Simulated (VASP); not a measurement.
AlN: single point with PBE

The system is AlN.

```
Al N
1.0
     0.00000    2.01887    2.01887
     2.01887    0.00000    2.01887
     2.01887    2.01887    0.00000
Al N
1 1
Cartesian
  0.0000 0.0000 0.0000
  2.0189 2.0189 2.0189
```

```json
{
  "Program": "VASP 6.6.1",
  "Task": "single point",
  "Functional": "PBE",
  "Potentials or basis": "VASP PAW PBE potentials, release 64 (Al, N)",
  "Cutoff": "520 eV",
  "k mesh": "8 × 8 × 8",
  "Occupations": "gaussian, width 0.01 eV",
  "Spin": "no spin polarisation"
}
```

```yaml
Pressure: 6.1 GPa
Band_gap_on_the_k_mesh: 4.65 eV, indirect (least direct gap 5.74 eV)
```

Levels at points of the mesh, in eV from the valence-band top:
```csv
k point,band 1,band 2,band 3,band 4,band 5,band 6,band 7,band 8
"(0.00, 0.00, 0.00)",-17.59,0.00,0.00,0.00,5.74,12.18,12.18,12.18
"(0.50, 0.00, 0.00)",-14.31,-8.33,-1.08,-1.08,6.16,11.03,11.03,13.36
"(0.50, 0.50, 0.00)",-13.33,-7.41,-2.81,-2.81,4.65,5.30,14.10,17.31
```

It took 3.6 s on 1 thread of Intel(R) Xeon(R) 6975P-C (Granite Rapids) (shared host), peak memory 0.13 GiB.

A k mesh can miss the band edges. As with any semilocal functional, this PBE gap is likely too small.
